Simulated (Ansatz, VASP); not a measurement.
## Two plane-wave programs on MgI2

INCAR

```
SYSTEM = MgI2
  PREC = Accurate
  ENCUT = 600
  EDIFF = 1E-6
  ISMEAR = 0
  SIGMA = 0.001
  LREAL = .FALSE.
  LASPH = .TRUE.
  NELM = 120
  ALGO = Normal
  ISIF = 2
  LWAVE = .FALSE.
  LCHARG = .FALSE.
  GGA = PS
  NBANDS = 15
  GGA_COMPAT = .FALSE.
```

The input KPOINTS:

```
regular mesh
0
G
  6 6 6
  0 0 0
```

The input POSCAR:

```
MgI2
1.0
    2.0786779714      1.2001252863      6.8923459914
   -2.0786779714      1.2001252863      6.8923459914
    0.0000000000     -2.4002505727      6.8923459914
Mg I
1 2
Direct
    0.0000000000      0.0000000000      0.0000000000
    0.2526882644      0.2526882644      0.2526882644
    0.7473117356      0.7473117356      0.7473117356
```

Input for Ansatz:

```yaml
crystal:
  lattice:
    - [2.0786779714, 1.2001252863, 6.8923459914]
    - [-2.0786779714, 1.2001252863, 6.8923459914]
    - [0.0, -2.4002505727, 6.8923459914]
  atoms:
    - { symbol: Mg, position: [0.0, 0.0, 0.0] }
    - { symbol: I, position: [0.2526882644, 0.2526882644, 0.2526882644] }
    - { symbol: I, position: [0.7473117356, 0.7473117356, 0.7473117356] }
kpoints:
  mp_grid: { grid: [6, 6, 6] }
hamiltonian:
  xc: pbesol
scf:
  occupations: { method: gaussian, width: 0.001 }
  n_extra_bands: 4
output:
  forces: true
  stress: true
  eigenvalues: true
```

Alike in both runs: task single point; functional PBEsol; k mesh 6 × 6 × 6; occupations gaussian, width 0.001 eV; no spin polarisation.

|  | VASP | Ansatz |
| --- | --- | --- |
| version | VASP 6.6.1 | Ansatz 0.2.0 |
| potentials or method | VASP PAW PBE potentials, release 64 (Mg, I) | plane waves |
| plane-wave cutoff (eV) | 600 | 420 |
| valence electrons in the cell | 16 | 44 |

VASP gave:

```
gap on the k mesh at the Fermi level (eV)                     : 3.19
pressure (GPa)                                                : -0.3
traceless stress, the component that is largest in VASP (GPa) : 0.22
rms of the force components (eV/Å)                            : 0.032
```

**Question.** What did Ansatz give for the same quantities?

**Answer.** gap on the k mesh at the Fermi level (eV): 3.21; pressure (GPa): -0.3; traceless stress, the component that is largest in VASP (GPa): 0.22; rms of the force components (eV/Å): 0.030.

VASP's potentials were made for PBE, not for PBEsol. Atom by atom the forces differ by 0.002 eV/Å (rms over components). VASP's potentials hold 16 valence electrons a cell and Ansatz's 44, so a difference there can come from the potentials and not from the codes.

Neither program's run includes spin-orbit coupling.
